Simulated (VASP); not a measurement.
**AlN: single point with PBE**

AlN:

```
CELL_PARAMETERS angstrom
0.00000 2.18399 2.24951
2.18399 0.00000 2.24951
2.18399 2.18399 0.00000
ATOMIC_POSITIONS crystal
Al 0.00000 0.00000 0.00000
N 0.75000 0.75000 0.75000
```

| Property | Result |
| --- | --- |
| Program | VASP 6.6.1 |
| Task | single point |
| Functional | PBE |
| Potentials or basis | VASP PAW PBE potentials, release 64 (Al, N) |
| Cutoff | 600 eV |
| k mesh | 8 × 8 × 8 |
| Occupations | fermi-dirac, width 0.05 eV |
| Spin | no spin polarisation |
| Dipole correction | no |
| Further INCAR settings | ALGO = Normal; EDIFF = 1e-06; NBANDS = 11 |

* Pressure: -1.5 GPa
* Band gap on the k mesh: 3.22 eV, indirect (least direct gap 3.89 eV)

Stress tensor (GPa, compression positive):
```
-0.07  0.00  0.00
 0.00 -0.07  0.00
 0.00  0.00 -4.41
```

Levels at points of the mesh, in eV from the valence-band top:
```
           k point  band 1  band 2  band 3  band 4  band 5  band 6  band 7  band 8
(0.00, 0.00, 0.00)  -14.86   -0.13    0.00    0.00    3.89   12.22   12.22   12.25
(0.50, 0.00, 0.00)  -12.89   -5.78   -0.65   -0.40    7.03    9.62   10.70   11.18
(0.50, 0.50, 0.00)  -12.37   -5.05   -1.63   -1.63    3.35    8.69   13.17   15.48
(0.50, 0.00, 0.50)  -12.25   -4.77   -1.87   -1.86    3.22    8.24   13.68   14.82
```

Wall time 11 s on 1 thread of AMD EPYC 9R45 96-Core Processor (Zen 5), with other jobs on the host, peak memory 0.12 GiB.

A k mesh can miss the band edges. PBE gaps usually lie below the measured ones, often by a third to a half.
